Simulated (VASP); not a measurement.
The system is MnO2.

```
Mn O
1.0
     4.39600    0.00000    0.00000
     0.00000    4.39600    0.00000
     0.00000    0.00000    2.87100
Mn O
2 4
Direct
  0.00000 0.00000 0.00000
  0.50000 0.50000 0.50000
  0.30200 0.30200 0.00000
  0.19800 0.80200 0.50000
  0.69800 0.69800 0.00000
  0.80200 0.19800 0.50000
```

Base run:

| Quantity | Value |
| --- | --- |
| Program | VASP 6.6.1 |
| Functional | LDA |
| Potentials or basis | VASP PAW LDA potentials, release 64 (Mn_sv, O) |
| Cutoff | 600 eV |
| k mesh | 4 × 4 × 7 |
| Occupations | gaussian, width 0.05 eV |
| Spin | no spin polarisation |
| Hubbard terms | Mn d U = 4.0 eV |

Its results: band gap on the k mesh zero (bands 27 and 28 overlap by 0.85 eV); pressure -20.6 GPa; largest force 0.259 eV/Å.

**Question.** The run is repeated on the same cell with these changes: spin from no spin polarisation to collinear spin, ferromagnetic start; further incar settings from ALGO = Normal; EDIFF = 1e-06; NBANDS = 36 to ALGO = Normal; EDIFF = 1e-06; NBANDS = 40. What comes out?

**Answer.** Band gap on the k mesh zero (filled and empty bands overlap); pressure -8.6 GPa; net moment 6.02 μB per cell; site moments Mn +2.86; O +0.01 μB; largest force 0.543 eV/Å.

Caveats: the cell stands under tension; U without spin polarisation on a metal has little footing (at least some runs).
